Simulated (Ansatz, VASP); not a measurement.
# One calculation of AlN, two programs

```
Al N
1.0
     0.00000    1.87406    1.87406
     1.87406    0.00000    1.87406
     1.87406    1.87406    0.00000
Al N
1 1
Direct
  0.50000 0.50000 0.50000
  0.00000 0.00000 0.00000
```

Alike in both runs: task single point; functional r2SCAN; k mesh 10 × 10 × 10; occupations gaussian, width 0.05 eV; no spin polarisation.

```csv
,VASP,Ansatz
version,VASP 6.6.1,Ansatz 0.2.0
potentials or method,"VASP PAW PBE potentials, release 64 (Al, N), cutoff 520 eV","scalar-relativistic, plane waves, PAW"
valence electrons in the cell,8,8
```

|  | VASP | Ansatz | Ansatz less VASP |
| --- | --- | --- | --- |
| gap on the k mesh at the Fermi level (eV) | 5.48 | 5.53 | +0.046 |
| least direct gap on the mesh (eV) | 9.03 | 9.07 | +0.041 |

VASP's potentials were made for PBE, not for r2SCAN.
